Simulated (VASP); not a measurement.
Set up this calculation in VASP 6.6.1, as the native input.

```yaml
Task: single point
Functional: PBE
Potentials_or_basis: VASP PAW PBE potentials, release 64 (Hf_pv, C)
Cutoff: 520 eV
k_mesh: 18 × 18 × 18
Occupations: gaussian, width 0.15 eV
Spin: no spin polarisation
Dipole_correction: no
Further_INCAR_settings: ALGO = Normal; EDIFF = 1e-06; NBANDS = 14
```

The structure of HfC lies in POSCAR:

```
HfC
1.0
    0.0000000000      2.2552500000      2.2901250000
    2.2552500000      0.0000000000      2.2901250000
    2.2552500000      2.2552500000      0.0000000000
Hf C
1 1
Direct
    0.5000000000      0.5000000000      0.5000000000
    0.0000000000      0.0000000000      0.0000000000
```

This cell differs from its parent crystal: strain -0.030 along x and y, -0.015 along z.

The input as run:

INCAR

```
SYSTEM = HfC
PREC = Accurate
ENCUT = 520
EDIFF = 1E-6
ISMEAR = 0
SIGMA = 0.15
LREAL = .FALSE.
LASPH = .TRUE.
NELM = 80
ALGO = Normal
ISIF = 2
LWAVE = .FALSE.
LCHARG = .FALSE.
GGA = PE
NBANDS = 14
```

KPOINTS

```
Automatic mesh
0
G
  18 18 18
  0 0 0
```

Potentials or basis: VASP PAW PBE potentials, release 64 (Hf_pv, C).

Launch:

```bash
$ cat potpaw_PBE.64/Hf_pv/POTCAR potpaw_PBE.64/C/POTCAR > POTCAR
$ mpirun -np 1 vasp_std > vasp.out
```

It gave:

```yaml
Pressure: 20.8 GPa
Band_gap_on_the_k_mesh: zero (band 7 reaches 7.63 eV, above the bottom of band 8 at 6.12 eV)
```

Caveat: the cell differs from its parent crystal (strain -0.030 along x and y, -0.015 along z); spin-orbit coupling is left out, which moves the levels of the heavy elements.

It took 42 s on 1 thread of Intel(R) Xeon(R) 6975P-C (Granite Rapids) (shared host), peak memory 0.27 GiB.
